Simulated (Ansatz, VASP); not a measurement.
# Two plane-wave programs on GaBAs2

```xyz
4
Lattice="3.6246 0.0000 0.0000 0.0000 3.6246 0.0000 0.0000 0.0000 5.3007" Properties=species:S:1:pos:R:3 pbc="T T T"
B     0.0000    0.0000    0.0000
As    0.0000    1.8123    1.1342
As    1.8123    0.0000    4.1665
Ga    1.8123    1.8123    2.6503
```

Alike in both runs: task single point; functional r2SCAN; k mesh 6 × 6 × 4; no spin polarisation.

```csv
,VASP,Ansatz
version,VASP 6.6.1,Ansatz 0.2.0
potentials or method,"VASP PAW PBE potentials, release 64 (B, As, Ga_d)","plane waves, PAW"
plane-wave cutoff (eV),520,500
occupations,"gaussian, width 0.01 eV",fixed
valence electrons in the cell,26,46
```

VASP gave:

```
gap on the k mesh at the Fermi level (eV) : 0.73
pressure (GPa)                            : 3.4
rms of the force components (eV/Å)        : 0.020
```

Q: What did Ansatz give for the same quantities?

A: gap on the k mesh at the Fermi level (eV): 0.74; pressure (GPa): 3.2; rms of the force components (eV/Å): 0.019.

VASP's potentials were made for PBE, not for r2SCAN. VASP's potentials hold 26 valence electrons a cell and Ansatz's 46, so a difference there can come from the potentials and not from the codes.
